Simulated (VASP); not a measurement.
# Ta6HN6F: single point with PBE+D3(BJ)

System: Ta6HN6F, a slab with vacuum.

```xyz
14
Lattice="5.2085 0.0000 0.0000 -2.6042 4.5107 0.0000 0.0000 0.0000 16.3721" Properties=species:S:1:pos:R:3 pbc="T T T"
Ta    0.0000    0.0000    1.0000
Ta   -0.0046    3.0051    2.1950
Ta    2.6015    1.5058    2.2135
Ta   -0.0046   -0.0030    3.8828
Ta   -0.0456    2.9811    5.1373
Ta    2.4983    1.4498    5.3582
N     2.0438    0.0000    1.0000
N     1.5824    2.7407    1.0000
N    -1.0219    1.7700    1.0000
N     2.0270   -0.0338    3.7549
N     1.5764    2.7481    3.7883
N    -1.0468    1.7648    3.8109
F    -2.6295    1.5199    7.2472
H    -1.5664    3.9622    5.8964
```

```yaml
Program: VASP 6.6.1
Task: single point
Functional: PBE
Dispersion: D3(BJ)
Potentials_or_basis: VASP PAW PBE potentials, release 64 (Ta_pv, N, F, H)
Cutoff: 520 eV
k_mesh: 2 × 2 × 1
Occupations: gaussian, width 0.05 eV
Spin: no spin polarisation
Dipole_correction: no
Further_INCAR_settings: ALGO = Normal; EDIFF = 1e-06; NBANDS = 65
```

```
Largest force              : 2.342 eV/Å
Band gap on the k mesh     : 0.20 eV
Dispersion energy per atom : -0.239 eV
```

Forces in eV/Å, atoms in the order of the input:
```
Ta   0.004  0.033  0.601
Ta  -0.007 -0.022  0.099
Ta  -0.005  0.000  0.060
Ta  -0.006  0.004  0.010
Ta  -0.030  0.026  0.105
Ta  -0.008 -0.005 -0.171
N   -2.272  0.063 -0.314
N    1.256  1.957 -0.276
N    1.031 -2.061 -0.268
N    0.015  0.002 -0.018
N    0.014 -0.014 -0.010
N   -0.002  0.007 -0.025
F    0.002  0.012  0.208
H    0.007 -0.002 -0.003
```

Levels at points of the mesh, in eV from the valence-band top:
```tsv
k point	band 48	band 49	band 50	band 51	band 52	band 53	band 54	band 55	band 56	band 57
(0.00, 0.00, 0.00)	-1.78	-1.13	-0.65	-0.29	-0.25	0.32	0.43	0.84	1.79	1.83
(0.50, 0.00, 0.00)	-1.54	-1.43	-1.26	-0.88	-0.32	0.25	0.58	0.93	1.55	1.82
(0.00, 0.50, 0.00)	-1.52	-1.34	-1.14	-0.87	-0.60	0.24	0.33	0.99	1.57	1.86
(0.50, 0.50, 0.00)	-1.66	-1.40	-1.25	-0.64	0.00	0.20	0.68	0.96	1.53	1.77
```

Wall time 6.3 min on 1 thread of Intel(R) Xeon(R) Platinum 8259CL CPU @ 2.50GHz (Skylake/Cascade Lake), with other jobs on the host, peak memory 0.53 GiB.

Caveat: the k points lie up to 0.70 Å⁻¹ apart; there is no dipole correction, which matters where the two faces differ; spin-orbit coupling is left out, which moves the levels of the heavy elements.
